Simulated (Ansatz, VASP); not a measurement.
# Two plane-wave programs on NaF

```
Na F
1.0
     0.00000    2.28864    2.28864
     2.28864    0.00000    2.28864
     2.28864    2.28864    0.00000
Na F
1 1
Direct
  0.00000 0.00000 0.00000
  0.50000 0.50000 0.50000
```

Alike in both runs: task single point; functional LDA; k mesh 8 × 8 × 8; occupations fermi-dirac, width 0.05 eV; no spin polarisation.

```csv
,VASP,Ansatz
version,VASP 6.6.1,Ansatz 0.2.0
potentials or method,"VASP PAW LDA potentials, release 64 (Na_pv, F)",Ansatz PAW
plane-wave cutoff (eV),520,420
valence electrons in the cell,14,16
```

```csv
,VASP,Ansatz,Ansatz less VASP
gap on the k mesh at the Fermi level (eV),6.15,6.18,+0.021
least direct gap on the mesh (eV),6.15,6.18,+0.021
pressure (GPa),-2.7,-2.7,+0.05
```

LDA's correlation is that of Perdew and Zunger in VASP and of Perdew and Wang (1992) in Ansatz. VASP's potentials hold 14 valence electrons a cell and Ansatz's 16, so a difference there can come from the potentials and not from the codes.
